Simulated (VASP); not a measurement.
Runs of VASP 6.6.1 on NaHg2. The structure is hexagonal, space group P6/mmm (No. 191). The conventional cell has a = 5.029 Å, b = 5.029 Å, c = 3.230 Å, α = 90.00°, β = 90.00°, γ = 120.00°. Within 4.2 Å of Na (site symmetry 6/mmm) lie 2 Na at 3.23 Å and 12 Hg at 3.32 Å. Within 3.8 Å of Hg (site symmetry -6m2) lie 5 Hg at 2.90 to 3.23 Å and 6 Na at 3.32 Å. 

```csv
k mesh,gap on the mesh (eV),pressure (GPa)
5 × 5 × 6,none,-2.4
3 × 3 × 4,none,(a)
4 × 4 × 5,none,-1.8
2 × 2 × 3,none,-2.0
```

Alike in all rows: task single point; level LDA; potentials or basis VASP PAW LDA potentials, release 64 (Na_pv, Hg); no spin polarisation; cell as given; cutoff (eV) 500; smearing fermi-dirac 0.1 eV.

Question: Estimate the missing entries.

Answer: (a) -2.5.

Caveats: some runs use coarse meshes; spin-orbit coupling is left out, which moves the levels of the heavy elements.

A k mesh can miss the band edges, and the runs leave out spin-orbit coupling on Hg.

A gap of «none» marks levels without a gap at the run's occupations.
